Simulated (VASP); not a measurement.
# Ir (P6_3/mmc) in VASP: further runs, part 2 of 2

VASP 6.6.1. Earlier steps stand in the parts before.

## 5. Single point, r2SCAN, collinear spin, ferromagnetic start

POSCAR

```
Ir
1.0
    2.7513778946      0.0000000000      0.0000000000
   -1.3756889473      2.3827631521      0.0000000000
    0.0000000000      0.0000000000      4.4622900000
Ir
2
Direct
    0.6666666667      0.3333333333      0.7500000000
    0.3333333333      0.6666666667      0.2500000000
```

INCAR.step1

```
PREC     = Accurate       # precision mode
ENCUT    = 520            # plane-wave cutoff, eV
ISMEAR   = -1             # smearing method
SIGMA    = 0.08           # smearing width, eV
LREAL    = False          # projectors in reciprocal space
LASPH    = True           # aspherical terms in the spheres
NELM     = 150            # most SCF steps
ISPIN    = 2              # spin polarisation
MAGMOM   = 0.35 0.35      # initial moments
NUPDOWN  = 0.7            # fixed moment
LMAXMIX  = 4              # l up to which the mixer works
NBANDS   = 20             # bands
GGA      = PE             # functional
ALGO     = Normal         # electronic algorithm
EDIFF    = 1E-4           # SCF threshold, eV
LWAVE    = True           # write WAVECAR
LCHARG   = False          # write CHGCAR
```

INCAR.step2

```
PREC     = Accurate       # precision mode
ENCUT    = 520            # plane-wave cutoff, eV
EDIFF    = 1E-6           # SCF threshold, eV
ISMEAR   = -1             # smearing method
SIGMA    = 0.08           # smearing width, eV
LREAL    = False          # projectors in reciprocal space
LASPH    = True           # aspherical terms in the spheres
NELM     = 150            # most SCF steps
ALGO     = Normal         # electronic algorithm
ISIF     = 2              # what is computed and relaxed
LWAVE    = False          # write WAVECAR
LCHARG   = False          # write CHGCAR
ISPIN    = 2              # spin polarisation
MAGMOM   = 0.35 0.35      # initial moments
LORBIT   = 11             # projections on sites
NUPDOWN  = 0.7            # fixed moment
LMAXMIX  = 4              # l up to which the mixer works
METAGGA  = R2SCAN         # meta-GGA
LMIXTAU  = True         
NBANDS   = 20             # bands
ISTART   = 1
```

KPOINTS

```
regular mesh
0
Gamma
  14 14 8
```

Run with:

```bash
$ cat potpaw_PBE.64/Ir/POTCAR > POTCAR
$ cp INCAR.step1 INCAR
$ mpirun -np 1 vasp_std > vasp.out
$ cp INCAR.step2 INCAR
$ mpirun -np 1 vasp_std > vasp.out
```

Wall time 4.6 min (1 thread of Intel Xeon Platinum 8375C at 2.90GHz (Ice Lake), shared host); peak memory 0.23 GiB.

It converged, with:

```
Free energy                                           : -104.5274 eV
Pressure                                              : -5.5 GPa
Net moment                                            : 0.70 μB per cell
Site moments                                          : Ir +0.35 μB
Valence electrons inside the program's atomic spheres : Ir 8.29
```

Stress tensor (GPa, compression positive):
```
-5.20  0.00  0.00
 0.00 -5.20  0.00
 0.00  0.00 -6.02
```

Caveat: the PAW data sets were made with another functional, which shifts forces and pressure a little; the total moment is fixed, so each spin has its own Fermi level.

## 6. Single point, r2SCAN, collinear spin, ferromagnetic start

POSCAR is that of step 5.

INCAR.step1

```
PREC     = Accurate       # precision mode
ENCUT    = 520            # plane-wave cutoff, eV
ISMEAR   = -1             # smearing method
SIGMA    = 0.08           # smearing width, eV
LREAL    = F              # projectors in reciprocal space
LASPH    = T              # aspherical terms in the spheres
NELM     = 150            # most SCF steps
ISPIN    = 2              # spin polarisation
MAGMOM   = 0.5 0.5        # initial moments
NUPDOWN  = 1.0            # fixed moment
LMAXMIX  = 4              # l up to which the mixer works
NBANDS   = 20             # bands
GGA      = PE             # functional
ALGO     = Normal         # electronic algorithm
EDIFF    = 1E-4           # SCF threshold, eV
LWAVE    = T              # write WAVECAR
LCHARG   = F              # write CHGCAR
```

INCAR.step2

```
PREC     = Accurate       # precision mode
ENCUT    = 520            # plane-wave cutoff, eV
EDIFF    = 1E-6           # SCF threshold, eV
ISMEAR   = -1             # smearing method
SIGMA    = 0.08           # smearing width, eV
LREAL    = F              # projectors in reciprocal space
LASPH    = T              # aspherical terms in the spheres
NELM     = 150            # most SCF steps
ALGO     = Normal         # electronic algorithm
ISIF     = 2              # what is computed and relaxed
LWAVE    = F              # write WAVECAR
LCHARG   = F              # write CHGCAR
ISPIN    = 2              # spin polarisation
MAGMOM   = 0.5 0.5        # initial moments
LORBIT   = 11             # projections on sites
NUPDOWN  = 1.0            # fixed moment
LMAXMIX  = 4              # l up to which the mixer works
METAGGA  = R2SCAN         # meta-GGA
LMIXTAU  = T            
NBANDS   = 20             # bands
ISTART   = 1
```

KPOINTS

```
Automatic mesh
0
Gamma
  14 14 8
```

Potentials or basis: VASP PAW PBE potentials, release 64 (Ir).

Run with:

```bash
$ cat potpaw_PBE.64/Ir/POTCAR > POTCAR
$ cp INCAR.step1 INCAR
$ mpirun -np 1 vasp_std > vasp.out
$ cp INCAR.step2 INCAR
$ mpirun -np 1 vasp_std > vasp.out
```

Run time: 4.5 min. Hardware: 1 thread of Intel Xeon Platinum 8375C at 2.90GHz (Ice Lake), shared host; peak memory 0.23 GiB.

Results (log left out):

```
Free energy                                           : -104.4875 eV
Pressure                                              : -4.5 GPa
Net moment                                            : 1.00 μB per cell
Site moments                                          : Ir +0.50 μB
Valence electrons inside the program's atomic spheres : Ir 8.29
```

Stress tensor (GPa, compression positive):
```
-4.21  0.00  0.00
 0.00 -4.21  0.00
 0.00  0.00 -5.04
```

Caveat: the PAW data sets were made with another functional, which shifts forces and pressure a little; the total moment is fixed, so each spin has its own Fermi level.

## 7. Summary

| spin | fixed moment (μB) | pressure (GPa) | moment (μB) |
| --- | --- | --- | --- |
| off | - | -6.4 | - |
| collinear, zero start | 0.0 | -6.4 | 0.00 |
| collinear, ferromagnetic start | 0.4 | -6.1 | 0.40 |
| collinear, ferromagnetic start | 0.7 | -5.5 | 0.70 |
| collinear, ferromagnetic start | 1.0 | -4.5 | 1.00 |

Alike in all rows: task single point; level r2SCAN; potentials or basis VASP PAW PBE potentials, release 64 (Ir); cell as given; k mesh 14 × 14 × 8; cutoff (eV) 520; smearing fermi-dirac 0.08 eV.

Caveats: the PAW data sets were made with another functional, which shifts forces and pressure a little; the total moment is fixed, so each spin has its own Fermi level (some runs).

Total energies depend on the potentials used, so only differences within one code and one set of settings carry meaning.
